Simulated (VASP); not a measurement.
A run of VASP 6.6.1 is set up as follows.

File INCAR:

```
SYSTEM = ZrH
PREC = Accurate
ENCUT = 520
EDIFF = 1E-6
ISMEAR = 0
SIGMA = 0.1
LREAL = .FALSE.
LASPH = .TRUE.
NELM = 80
ALGO = Normal
ISIF = 2
LWAVE = .FALSE.
LCHARG = .FALSE.
GGA = PS
NBANDS = 14
```

The input KPOINTS:

```
regular mesh
0
G
  8 8 8
  0 0 0
```

File POSCAR:

```
ZrH
1.0
   -1.6439080000      1.6439080000      2.5043990000
    1.6439080000     -1.6439080000      2.5043990000
    1.6439080000      1.6439080000     -2.5043990000
Zr H
1 1
Direct
    0.0000000000      0.0000000000      0.0000000000
    0.7500000000      0.2500000000      0.5000000000
```

Potentials or basis: VASP PAW PBE potentials, release 64 (Zr_sv, H).

The run is started by

```sh
$ cat potpaw_PBE.64/Zr_sv/POTCAR potpaw_PBE.64/H/POTCAR > POTCAR
$ mpirun -np 1 vasp_std > vasp.out
```

(1) Estimate the pressure.

Answers

(1) -4.4 GPa.

Caveat: the PAW data sets were made with another functional, which shifts forces and pressure a little.
